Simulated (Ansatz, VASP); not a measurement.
**Two plane-wave programs on BN**

INCAR

```
PREC = Accurate
ENCUT = 520
EDIFF = 1E-6
ISMEAR = 0
SIGMA = 0.05
LREAL = F
LASPH = T
NELM = 100
ALGO = Normal
ISIF = 2
LWAVE = F
LCHARG = F
GGA = PE
IVDW = 12
NBANDS = 11
```

File KPOINTS:

```
regular mesh
0
Gamma
  12 12 12
```

Contents of POSCAR:

```
BN
1.0
    0.0000000000      3.3895744223      2.1688319106
    1.2538424675      0.0000000000      2.1688319106
    1.2538424675      3.3895744223      0.0000000000
B N
1 1
Direct
    0.0001068737      0.0001068737      0.9998931263
    0.6665931163      0.6665931163      0.3334068837
```

Input for Ansatz:

```yaml
crystal:
  lattice:
    - [0.0, 3.3895744223, 2.1688319106]
    - [1.2538424675, 0.0, 2.1688319106]
    - [1.2538424675, 3.3895744223, 0.0]
  atoms:
    - { symbol: B, position: [0.0001068737, 0.0001068737, 0.9998931263] }
    - { symbol: "N", position: [0.6665931163, 0.6665931163, 0.3334068837] }
basis:
  ecutwfc: 420
kpoints:
  mp_grid: { grid: [12, 12, 12] }
hamiltonian:
  xc: pbe
  dispersion: d3bj
scf:
  occupations: { method: gaussian, width: 0.05 }
output:
  forces: true
  stress: true
  eigenvalues: true
  write_density: true
  write_potential: true
  elf: true
  volumetric_format: npy
```

Change from the starting cell: strain +0.0150 x Voigt [0, 1, 0, 0, 0, 0], atoms carried along.

Alike in both runs: task single point; functional PBE; dispersion D3(BJ); k mesh 12 × 12 × 12; occupations gaussian, width 0.05 eV; no spin polarisation.

|  | VASP | Ansatz |
| --- | --- | --- |
| version | VASP 6.6.1 | Ansatz 0.2.0 |
| potentials or method | VASP PAW PBE potentials, release 64 (B, N), cutoff 520 eV | scalar-relativistic, plane waves, PAW |
| valence electrons in the cell | 8 | 8 |

```csv
,VASP,Ansatz,Ansatz less VASP
gap on the k mesh at the Fermi level (eV),3.72,3.72,+0.008
least direct gap on the mesh (eV),4.53,4.54,+0.003
pressure (GPa),0.0,-0.1,-0.07
"traceless stress, the component that is largest in VASP (GPa)",-0.52,-0.32,+0.201
```
